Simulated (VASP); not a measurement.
The system is ZnO.

```
Zn O
1.0
     0.00000    2.13377    2.24771
     2.13377    0.00000    2.24771
     2.13377    2.13377    0.00000
Zn O
1 1
Direct
  0.00000 0.00000 0.00000
  0.50000 0.50000 0.50000
```

This cell differs from its parent crystal: uniaxial z strain +5.3%.

Base run:

- Program: VASP 6.6.1
- Functional: r2SCAN
- Potentials or basis: VASP PAW PBE potentials, release 64 (Zn, O)
- Cutoff: 520 eV
- k mesh: 10 × 10 × 10
- Occupations: gaussian, width 0.01 eV
- Spin: no spin polarisation

Its results: band gap on the k mesh 1.17 eV, indirect (least direct gap 2.42 eV); pressure -7.0 GPa.

**Question.** The run is repeated on the same cell with these changes: functional from r2SCAN to PBE; occupations from gaussian, width 0.01 eV to fermi-dirac, width 0.02 eV. What comes out?

**Answer.** Band gap on the k mesh 0.56 eV, indirect (least direct gap 1.77 eV); pressure 0.2 GPa.

Caveats: the PAW data sets were made with another functional, which shifts forces and pressure a little (some runs).

A k mesh can miss the band edges.
